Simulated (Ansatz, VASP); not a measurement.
# Two plane-wave programs on PbSe

```
Pb Se
1.0
     0.00000    3.06065    3.06065
     3.06065    0.00000    3.06065
     3.06065    3.06065    0.00000
Pb Se
1 1
Cartesian
  0.0000 0.0000 0.0000
  3.0606 3.0606 3.0606
```

Alike in both runs: task single point; functional revPBE; k mesh 6 × 6 × 6; occupations fermi-dirac, width 0.01 eV; no spin polarisation.

|  | VASP | Ansatz |
| --- | --- | --- |
| version | VASP 6.6.1 | Ansatz 0.2.0 |
| potentials or method | VASP PAW PBE potentials, release 64 (Pb_d, Se) | plane waves, PAW |
| plane-wave cutoff (eV) | 520 | 420 |
| valence electrons in the cell | 20 | 30 |

```csv
,VASP,Ansatz,Ansatz less VASP
pressure (GPa),3.7,3.7,+0.03
```

VASP's potentials were made for PBE, not for revPBE. The functional is the same, so the differences come from potentials, cutoffs and numerics. VASP's potentials hold 20 valence electrons a cell and Ansatz's 30, so a difference there can come from the potentials and not from the codes.

Neither program's run includes spin-orbit coupling.
